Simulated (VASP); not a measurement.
Runs of VASP 6.6.1 on Nb. The structure is that of space group P6_3/mmc (No. 194), or close to it. The cells are those of the table. 

| task | cell | k mesh | cutoff (eV) | gap on the mesh (eV) | pressure (GPa) |
| --- | --- | --- | --- | --- | --- |
| relaxation of cell and atoms | relaxed from a = 2.940, b = 2.940, c = 4.802 Å, angles 90.0, 90.0, 120.0°, 2 atoms | 12 × 12 × 7 | 600 | none | 0.0 |
| single point | a = 2.775, b = 2.775, c = 5.132 Å, angles 90.0, 90.0, 120.0°, 2 atoms | 14 × 14 × 7 | 520 | none | (a) |
| single point | a = 2.896, b = 2.896, c = 5.355 Å, angles 90.0, 90.0, 120.0°, 2 atoms | 20 × 20 × 10 | 520 | none | -0.1 |
| single point | a = 2.934, b = 2.934, c = 5.426 Å, angles 90.0, 90.0, 120.0°, 2 atoms | 14 × 14 × 7 | 520 | none | -5.5 |
| single point | a = 3.007, b = 3.007, c = 5.562 Å, angles 90.0, 90.0, 120.0°, 2 atoms | 14 × 14 × 7 | 520 | none | -13.5 |

Alike in all rows: level BLYP; potentials or basis VASP PAW PBE potentials, release 64 (Nb_sv); no spin polarisation; smearing fermi-dirac 0.1 eV.

Problem. Fill in the values left out.

Solution. (a) 23.9.

Caveats: the PAW data sets were made with another functional, which shifts forces and pressure a little.

A k mesh can miss the band edges, and the runs leave out spin-orbit coupling on Nb.

A gap of «none» marks levels without a gap at the run's occupations.
